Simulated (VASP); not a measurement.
# W (Fd-3m) in VASP: notebook

Runs on W. Level: LDA. Tasks: single point.

All numbers are computed with VASP 6.6.1; they aren't measurements. Logs are shortened: lines on timing, memory, paths and dates and some standing lists are left out, and cuts for length are marked.

### Step 1. The cell of the first run

The structure is cubic, space group Fd-3m (No. 227). The conventional cell has a = 5.712 Å, b = 5.712 Å, c = 5.712 Å, α = 90.00°, β = 90.00°, γ = 90.00°. W (site symmetry -43m) has 4 W at 2.47 Å within 3.3 Å.

This isn't the form of W at room conditions, which is bcc.

### Step 2. Single point, LDA

File INCAR:

```
  PREC = Accurate
  ENCUT = 520
  EDIFF = 1E-7
  ISMEAR = -1
  SIGMA = 0.1
  LREAL = False
  LASPH = True
  NELM = 60
  ALGO = Normal
  ISIF = 2
  LWAVE = False
  LCHARG = True
  LELF = True
  LVHAR = True
  NBANDS = 21
```

File KPOINTS:

```
Automatic mesh
0
Gamma
  10 10 10
```

File POSCAR:

```
W
1.0
    0.0000000000      2.8560465563      2.8560465563
    2.8560465563      0.0000000000      2.8560465563
    2.8560465563      2.8560465563      0.0000000000
W
2
Direct
    0.1250000000      0.1250000000      0.1250000000
    0.8750000000      0.8750000000      0.8750000000
```

Potentials or basis: VASP PAW LDA potentials, release 64 (W_sv).

Started as:

```console
$ cat potpaw_LDA.64/W_sv/POTCAR > POTCAR
$ mpirun -np 1 vasp_std > vasp.out
```

OUTCAR:

```text
PREC = Accurate
   ENCUT = 520
   EDIFF = 1E-7
   ISMEAR = -1
   LREAL = False
   LASPH = True
   NELM = 60
   ISIF = 2

 ion  position               nearest neighbor table
   1  0.125  0.125  0.125-   2 2.47   2 2.47   2 2.47   2 2.47
   2  0.875  0.875  0.875-   1 2.47   1 2.47   1 2.47   1 2.47

  LATTYP: Found a face centered cubic cell.
 ALAT       =     5.7120931126

  Lattice vectors:

 A1 = (   0.0000000000,   2.8560465563,   2.8560465563)
 A2 = (   2.8560465563,   0.0000000000,   2.8560465563)
 A3 = (   2.8560465563,   2.8560465563,   0.0000000000)

Analysis of symmetry for initial positions (statically):
=====================================================================
 Subroutine PRICEL returns:
 Original cell was already a primitive cell.

 Routine SETGRP: Setting up the symmetry group for a
 face centered cubic supercell.

 Subroutine GETGRP returns: Found 48 space group operations
 (whereof 12 operations were pure point group operations)
 out of a pool of 48 trial point group operations.

The static configuration has the point symmetry D_3d.
 The point group associated with its full space group is O_h .

Analysis of symmetry for dynamics (positions and initial velocities):
=====================================================================
 Subroutine PRICEL returns:
 Original cell was already a primitive cell.

 Routine SETGRP: Setting up the symmetry group for a
 face centered cubic supercell.

 Subroutine GETGRP returns: Found 48 space group operations
 (whereof 12 operations were pure point group operations)
 out of a pool of 48 trial point group operations.

The dynamic configuration has the point symmetry D_3d.
 The point group associated with its full space group is O_h .

 Subroutine INISYM returns: Found 48 space group operations
 (whereof 12 operations are pure point group operations),
 and found     1 'primitive' translations

----------------------------------------------------------------------------------------

                                     Primitive cell

  volume of cell :      46.5936

  direct lattice vectors                    reciprocal lattice vectors
     0.000000000  2.856046556  2.856046556    -0.175067174  0.175067174  0.175067174
     2.856046556  0.000000000  2.856046556     0.175067174 -0.175067174  0.175067174
     2.856046556  2.856046556  0.000000000     0.175067174  0.175067174 -0.175067174

  length of vectors
     4.039059775  4.039059775  4.039059775     0.303225240  0.303225240  0.303225240

  position of ions in fractional coordinates (direct lattice)
     0.125000000  0.125000000  0.125000000
     0.875000000  0.875000000  0.875000000

  ion indices of the primitive-cell ions
   primitive index   ion index
                 1           1
                 2           2

----------------------------------------------------------------------------------------

 KPOINTS: Automatic mesh

Automatic generation of k-mesh.
 Grid dimensions read from file:
 generate k-points for:   10   10   10

 Generating k-lattice:

  Cartesian coordinates                     Fractional coordinates (reciprocal lattice)
    -0.017506717  0.017506717  0.017506717     0.100000000  0.000000000  0.000000000
     0.017506717 -0.017506717  0.017506717     0.000000000  0.100000000  0.000000000
     0.017506717  0.017506717 -0.017506717     0.000000000  0.000000000  0.100000000

  Length of vectors
     0.030322524  0.030322524  0.030322524

  Shift w.r.t. Gamma in fractional coordinates (k-lattice)
     0.000000000  0.000000000  0.000000000

 Subroutine IBZKPT returns following result:
 ===========================================

 Found     47 irreducible k-points:

 Following reciprocal coordinates:
            Coordinates               Weight
  0.000000  0.000000  0.000000      1.000000
  0.100000  0.000000  0.000000      8.000000
  0.200000  0.000000  0.000000      8.000000
  0.300000  0.000000  0.000000      8.000000
  0.400000  0.000000  0.000000      8.000000
  0.500000  0.000000  0.000000      4.000000
[... 16 lines left out ...]
  0.300000  0.300000  0.000000      6.000000
  0.400000  0.300000  0.000000     24.000000
 [... further k-points ...]
   k-points           NKPTS =     47   k-points in BZ     NKDIM =     47   number of bands    NBANDS=     21
   number of dos      NEDOS =    301   number of ions     NIONS =      2
   total plane-waves  NPLWV =  27000
   dimension x,y,z NGX =    30 NGY =   30 NGZ =   30
   dimension x,y,z NGXF=    60 NGYF=   60 NGZF=   60
   ions per type =               2
   NGX,Y,Z   is equivalent  to a cutoff of  12.35, 12.35, 12.35 a.u.
   NGXF,Y,Z  is equivalent  to a cutoff of  24.70, 24.70, 24.70 a.u.
 SYSTEM =  unknown system
   PREC   = accura    normal or accurate (medium, high low for compatibility)
   ISTART =      0    job   : 0-new  1-cont  2-samecut
   ICHARG =      2    charge: 1-file 2-atom 10-const
   ISPIN  =      1    spin polarized calculation?
   LNONCOLLINEAR =      F non collinear calculations
   LSORBIT =      F    spin-orbit coupling
   LASPH  =      T    aspherical Exc in radial PAW
   ENCUT  =  520.0 eV  38.22 Ry    6.18 a.u.   7.51  7.51  7.51*2*pi/ulx,y,z
   NELM   =     60;   NELMIN=  2; NELMDL= -5     # of ELM steps
   EDIFF  = 0.1E-06   stopping-criterion for ELM
   LREAL  =      F    real-space projection
   EDIFFG = 0.1E-05   stopping-criterion for IOM
   NSW    =      0    number of steps for IOM
   IBRION =     -1    ionic relax: 0-MD 1-quasi-New 2-CG
   NFREE  =      0    steps in history (QN), initial steepest desc. (CG)
   ISIF   =      2    stress and relaxation
   ISYM   =      2    0-nonsym 1-usesym 2-fastsym
   POTIM  = 0.5000    time-step for ionic-motion
   TEBEG  =    0.0;   TEEND  =   0.0 temperature during run
   PSTRESS=    0.0 pullay stress
   NELECT =      28.0000    total number of electrons
   NUPDOWN=      -1.0000    fix difference up-down
   EMIN   =  10.00;   EMAX   =-10.00  energy-range for DOS
   EFERMI =   0.00;   METHOD = LEGACY
   ISMEAR =    -1;   SIGMA  =   0.10  broadening in eV -4-tet -1-fermi 0-gaus
   EFERMI_NEDOS =   21; number of points for ismear=-14 and -15
   IALGO  =     38    algorithm
   IMIX   =      4    mixing-type and parameters
     AMIX     =   0.40;   BMIX     =  1.00
     AMIX_MAG =   1.60;   BMIX_MAG =  1.00
  volume/ion in A,a.u.               =      23.30       157.21
  Fermi-wavevector in a.u.,A,eV,Ry     =   1.381504  2.610664 25.967454  1.908554
  Thomas-Fermi vector in A             =   2.506282
   LORBIT       =      0    0 simple, 1 ext, 2 COOP (PROOUT), +10 PAW based schemes
   GGA     = CA    functional components
   LHFCALC =     F    Hartree Fock is set to
   AEXX    =    0.0000 exact exchange contribution
   IVDW    =     0    specifies the selected vdW correction
   LEPSILON=     F    determine dielectric tensor
   LRPA    =     F    only Hartree local field effects (RPA)
 non-spin polarized calculation
  energy-cutoff  :      520.00
  volume of cell :       46.59
 maximum number of plane-waves:      1279
   NGX = 15   NGY = 15   NGZ = 15

 number of electron      27.9999999 magnetization

 Free energy of the ion-electron system (eV)
  ---------------------------------------------------
  ext. energy  EPLUGINS =         0.00000000
  ---------------------------------------------------
  free energy    TOTEN  =       -22.68859892 eV

  energy without entropy =      -22.59675134  energy(sigma->0) =      -22.64267513

 E-fermi :   5.6515     XC(G=0): -11.3039

 val. band max:        5.6470879756   @ k =   0.4000   0.1000   0.0000
 cond. band min:       5.6688709126   @ k =  -0.4000   0.4000   0.1000
 fundamental gap:      0.0217829371
 Fermi energy:         5.6515394460

 k-point     1 :       0.0000    0.0000    0.0000
  band No.  band energies     occupation
      1     -67.0828      2.00000
      2     -66.6772      2.00000
      3     -31.9862      2.00000
      4     -31.9862      2.00000
      5     -31.9862      2.00000
      6     -30.9046      2.00000
[... 13 lines left out ...]
     20      16.5474      0.00000
     21      16.9849      0.00000

 k-point     2 :       0.1000    0.0000    0.0000
  band No.  band energies     occupation
      1     -67.0756      2.00000
      2     -66.6847      2.00000
      3     -31.9990      2.00000
      4     -31.9990      2.00000
      5     -31.9848      2.00000
      6     -30.9071      2.00000
[... 13 lines left out ...]
     20      16.1797      0.00000
     21      17.2593      0.00000

 k-point     3 :       0.2000    0.0000    0.0000
  band No.  band energies     occupation
      1     -67.0551      2.00000
      2     -66.7059      2.00000
      3     -32.0309      2.00000
      4     -32.0309      2.00000
      5     -31.9813      2.00000
      6     -30.9131      2.00000
[... 13 lines left out ...]
     20      15.6814      0.00000
     21      15.8897      0.00000

 k-point     4 :       0.3000    0.0000    0.0000
  band No.  band energies     occupation
      1     -67.0256      2.00000
      2     -66.7362      2.00000
      3     -32.0678      2.00000
      4     -32.0678      2.00000
      5     -31.9778      2.00000
      6     -30.9195      2.00000
[... 13 lines left out ...]
     20      13.2809      0.00000
     21      15.7002      0.00000

 k-point     5 :       0.4000    0.0000    0.0000
  band No.  band energies     occupation
      1     -66.9962      2.00000
      2     -66.7662      2.00000
      3     -32.0960      2.00000
      4     -32.0960      2.00000
      5     -31.9758      2.00000
      6     -30.9237      2.00000
[... 13 lines left out ...]
     20      11.3714      0.00000
     21      15.6882      0.00000

 k-point     6 :       0.5000    0.0000    0.0000
  band No.  band energies     occupation
      1     -66.9827      2.00000
      2     -66.7799      2.00000
      3     -32.1065      2.00000
      4     -32.1065      2.00000
      5     -31.9751      2.00000
      6     -30.9251      2.00000
[... 13 lines left out ...]
     20      10.5953      0.00000
     21      15.6982      0.00000

 k-point     7 :       0.1000    0.1000    0.0000
  band No.  band energies     occupation
      1     -67.0731      2.00000
      2     -66.6873      2.00000
      3     -32.0141      2.00000
      4     -32.0141      2.00000
      5     -31.9608      2.00000
      6     -30.9331      2.00000
[... 13 lines left out ...]
     20      16.0899      0.00000
     21      17.4670      0.00000
[... 291 lines left out ...]
      1     -66.9597      2.00000
      2     -66.8033      2.00000
      3     -32.2157      2.00000
      4     -32.1371      2.00000
      5     -31.7879      2.00000
      6     -31.1118      2.00000
[... 13 lines left out ...]
     20      10.8704      0.00000
     21      13.7526      0.00000

 k-point    21 :      -0.3000    0.2000    0.0000
  band No.  band energies     occupation
      1     -66.9827      2.00000
      2     -66.7799      2.00000
      3     -32.1995      2.00000
      4     -32.1066      2.00000
      5     -31.8283      2.00000
      6     -31.0698      2.00000
[... 13 lines left out ...]
     20      12.0266      0.00000
     21      13.8592      0.00000

 k-point    22 :      -0.2000    0.2000    0.0000
  band No.  band energies     occupation
      1     -67.0138      2.00000
      2     -66.7483      2.00000
      3     -32.1549      2.00000
      4     -32.0694      2.00000
      5     -31.8862      2.00000
      6     -31.0107      2.00000
[... 13 lines left out ...]
     20      13.8057      0.00000
     21      14.5226      0.00000

 k-point    23 :       0.3000    0.3000    0.0000
  band No.  band energies     occupation
      1     -67.0004      2.00000
      2     -66.7620      2.00000
      3     -32.1541      2.00000
      4     -32.1541      2.00000
      5     -31.7710      2.00000
      6     -31.1396      2.00000
[... 13 lines left out ...]
     20      13.9481      0.00000
     21      14.2653      0.00000

 k-point    24 :       0.4000    0.3000    0.0000
  band No.  band energies     occupation
      1     -66.9713      2.00000
      2     -66.7915      2.00000
      3     -32.1903      2.00000
      4     -32.1805      2.00000
      5     -31.7060      2.00000
      6     -31.2063      2.00000
[... 13 lines left out ...]
     20      12.5703      0.00000
     21      13.2886      0.00000

 [... further k-points ...]

------------------------ aborting loop because EDIFF is reached ----------------------------------------

  FORCE on cell =-STRESS in cart. coord.  units (eV):
  Direction    XX          YY          ZZ          XY          YZ          ZX
  --------------------------------------------------------------------------------------
  -------------------------------------------------------------------------------------
  Total        0.3461496      0.3461496      0.3461496      0.0000000     -0.0000000     -0.0000000
  in kB       11.9027839     11.9027839     11.9027839      0.0000000     -0.0000000     -0.0000000
  external PRESSURE =      11.9027839 kB  Pullay stress =       0.0000000 kB

 VOLUME and BASIS-vectors are now :
 -----------------------------------------------------------------------------
  energy-cutoff  :      520.00
  volume of cell :       46.59
      direct lattice vectors                 reciprocal lattice vectors
     0.000000000  2.856046556  2.856046556    -0.175067174  0.175067174  0.175067174
     2.856046556  0.000000000  2.856046556     0.175067174 -0.175067174  0.175067174
     2.856046556  2.856046556  0.000000000     0.175067174  0.175067174 -0.175067174

 POSITION                                       TOTAL-FORCE (eV/Angst)
 -----------------------------------------------------------------------------------
      0.71401      0.71401      0.71401        -0.000000     -0.000000     -0.000000
      4.99808      4.99808      4.99808         0.000000      0.000000      0.000000
 -----------------------------------------------------------------------------------
    total drift:                               -0.000000      0.000000      0.000000

  FREE ENERGIE OF THE ION-ELECTRON SYSTEM (eV)
  ---------------------------------------------------
  free  energy   TOTEN  =       -22.6885989194 eV

  energy  without entropy=      -22.5967513446  energy(sigma->0) =      -22.64267513
```

It took 23 s on 1 thread of Intel Xeon 6975P-C (Granite Rapids), shared host; peak memory 0.17 GiB.

What came out:

```yaml
Free_energy: -22.6886 eV
Pressure: 1.2 GPa
Band_gap_on_the_k_mesh: zero (bands 14 and 15 overlap by 0.83 eV)
```

Caveat: spin-orbit coupling is left out, which moves the levels of the heavy elements.

### Step 3. Single point, LDA (20.50 Å³/atom)

This run uses another cell than the first one, of 20.50 Å³/atom.

File INCAR:

```
ALGO = Normal
EDIFF = 1E-6
ENCUT = 520
ISIF = 2
ISMEAR = -1
LASPH = T
LCHARG = T
LELF = T
LREAL = F
LVHAR = T
LWAVE = F
NBANDS = 21
NELM = 80
PREC = Accurate
SIGMA = 0.1
```

File KPOINTS:

```
k-points
0
Gamma
  11 11 11
```

File POSCAR:

```
W
1.0
    0.0000000000      2.7369036366      2.7369036366
    2.7369036366      0.0000000000      2.7369036366
    2.7369036366      2.7369036366      0.0000000000
W
2
Direct
    0.1250000000      0.1250000000      0.1250000000
    0.8750000000      0.8750000000      0.8750000000
```

Potentials or basis: VASP PAW LDA potentials, release 64 (W_sv).

Started as:

```console
$ cat potpaw_LDA.64/W_sv/POTCAR > POTCAR
$ mpirun -np 1 vasp_std > vasp.out
```

Wall time 25 s (1 thread of Intel Xeon 6975P-C (Granite Rapids), shared host); peak memory 0.16 GiB.

It converged, with:

* Free energy: -22.2801 eV
* Pressure: 24.5 GPa
* Band gap on the k mesh: zero (bands 14 and 15 overlap by 0.95 eV)

Levels at points of the mesh, in eV from the Fermi level:
```
           k point  band 11  band 12  band 13  band 14  band 15  band 16  band 17  band 18
(0.00, 0.00, 0.00)    -2.71    -1.35    -1.35    -1.35     1.74     1.74     1.74     6.43
```

Caveat: the cell stands under pressure; spin-orbit coupling is left out, which moves the levels of the heavy elements.

### Step 4. Single point, LDA (21.43 Å³/atom)

This run uses another cell than the first one, of 21.43 Å³/atom.

File INCAR:

```
  PREC = Accurate
  ENCUT = 520
  EDIFF = 1E-6
  ISMEAR = -1
  SIGMA = 0.1
  LREAL = F
  LASPH = T
  NELM = 80
  ALGO = Normal
  ISIF = 2
  LWAVE = F
  LCHARG = F
  NBANDS = 21
```

File KPOINTS:

```
Automatic mesh
0
Gamma
  11 11 11
```

File POSCAR:

```
W
1.0
    0.0000000000      2.7777589679      2.7777589679
    2.7777589679      0.0000000000      2.7777589679
    2.7777589679      2.7777589679      0.0000000000
W
2
Direct
    0.1250000000      0.1250000000      0.1250000000
    0.8750000000      0.8750000000      0.8750000000
```

Started as:

```console
$ cat potpaw_LDA.64/W_sv/POTCAR > POTCAR
$ mpirun -np 1 vasp_std > vasp.out
```

It took 23 s on 1 thread of Intel Xeon 6975P-C (Granite Rapids), shared host; peak memory 0.16 GiB.

The run converged. Its results:

- Free energy: -22.5100 eV
- Pressure: 15.1 GPa
- Band gap on the k mesh: zero (bands 14 and 15 overlap by 0.95 eV)

Levels at points of the mesh, in eV from the Fermi level:
```
           k point  band 12  band 13  band 14  band 15  band 16  band 17
(0.00, 0.00, 0.00)    -1.27    -1.27    -1.27     1.69     1.69     1.69
```

Caveat: the cell stands under pressure; spin-orbit coupling is left out, which moves the levels of the heavy elements.

### Step 5. Single point, LDA (22.36 Å³/atom)

This run uses another cell than the first one, of 22.36 Å³/atom.

File INCAR:

```
PREC     = Accurate       # precision mode
ENCUT    = 520            # plane-wave cutoff, eV
EDIFF    = 1E-7           # SCF threshold, eV
ISMEAR   = -1             # smearing method
SIGMA    = 0.1            # smearing width, eV
LREAL    = False          # projectors in reciprocal space
LASPH    = True           # aspherical terms in the spheres
NELM     = 100            # most SCF steps
ALGO     = Normal         # electronic algorithm
ISIF     = 2              # what is computed and relaxed
LWAVE    = False          # write WAVECAR
LCHARG   = False          # write CHGCAR
NBANDS   = 21             # bands
```

KPOINTS is that of step 4.

File POSCAR:

```
W
1.0
    0.0000000000      2.8174466008      2.8174466008
    2.8174466008      0.0000000000      2.8174466008
    2.8174466008      2.8174466008      0.0000000000
W
2
Direct
    0.1250000000      0.1250000000      0.1250000000
    0.8750000000      0.8750000000      0.8750000000
```

Started as:

```console
$ cat potpaw_LDA.64/W_sv/POTCAR > POTCAR
$ mpirun -np 1 vasp_std > vasp.out
```

It took 25 s on 1 thread of Intel Xeon 6975P-C (Granite Rapids), shared host; peak memory 0.17 GiB.

Results (log left out):

- Free energy: -22.6411 eV
- Pressure: 7.5 GPa
- Band gap on the k mesh: zero (bands 14 and 15 overlap by 0.95 eV)

Levels at points of the mesh, in eV from the Fermi level:
| k point | band 11 | band 12 | band 13 | band 14 | band 15 | band 16 | band 17 | band 18 |
| --- | --- | --- | --- | --- | --- | --- | --- | --- |
| (0.00, 0.00, 0.00) | -2.29 | -1.21 | -1.21 | -1.21 | 1.64 | 1.64 | 1.64 | 5.85 |

Caveat: the cell stands under pressure; spin-orbit coupling is left out, which moves the levels of the heavy elements.

### Step 6. Summary

| cell | k mesh | gap on the mesh (eV) | pressure (GPa) |
| --- | --- | --- | --- |
| a = 4.039 Å, angles 60.0°, 2 atoms | 10 × 10 × 10 | none | 1.2 |
| a = 3.871 Å, angles 60.0°, 2 atoms | 11 × 11 × 11 | none | 24.5 |
| a = 3.928 Å, angles 60.0°, 2 atoms | 11 × 11 × 11 | none | 15.1 |
| a = 3.984 Å, angles 60.0°, 2 atoms | 11 × 11 × 11 | none | 7.5 |

Alike in all rows: task single point; level LDA; potentials or basis VASP PAW LDA potentials, release 64 (W_sv); no spin polarisation; cutoff (eV) 520; smearing fermi-dirac 0.1 eV.

Caveats: spin-orbit coupling is left out, which moves the levels of the heavy elements; the cell stands under pressure (at least some runs).

Total energies depend on the potentials used, so only differences within one code and one set of settings carry meaning.
